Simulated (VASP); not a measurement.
SnO2:

```
CELL_PARAMETERS angstrom
4.78800 0.00000 0.00000
0.00000 4.86658 0.00000
0.00000 0.00000 3.24090
ATOMIC_POSITIONS crystal
Sn 0.00000 0.00000 0.00000
Sn 0.50000 0.50000 0.50000
O 0.70815 0.67896 0.00000
O 0.20814 0.82104 0.50000
O 0.79185 0.17896 0.50000
O 0.29185 0.32104 0.00000
```

Base run:

| Property | Result |
| --- | --- |
| Program | VASP 6.6.1 |
| Functional | BLYP |
| Potentials or basis | VASP PAW PBE potentials, release 64 (Sn_d, O) |
| Cutoff | 520 eV |
| k mesh | 5 × 5 × 6 |
| Occupations | fermi-dirac, width 0.05 eV |
| Spin | no spin polarisation |

Its results: band gap on the k mesh 0.86 eV; pressure 5.5 GPa; largest force 0.091 eV/Å.

Problem. The run is repeated on the same cell with these changes: functional from BLYP to revPBE. What comes out?

Solution. Band gap on the k mesh 0.85 eV; pressure 2.9 GPa; largest force 0.061 eV/Å.

Caveats: the PAW data sets were made with another functional, which shifts forces and pressure a little; spin-orbit coupling is left out, which moves the levels of the heavy elements; the cell stands under pressure (at least some runs).

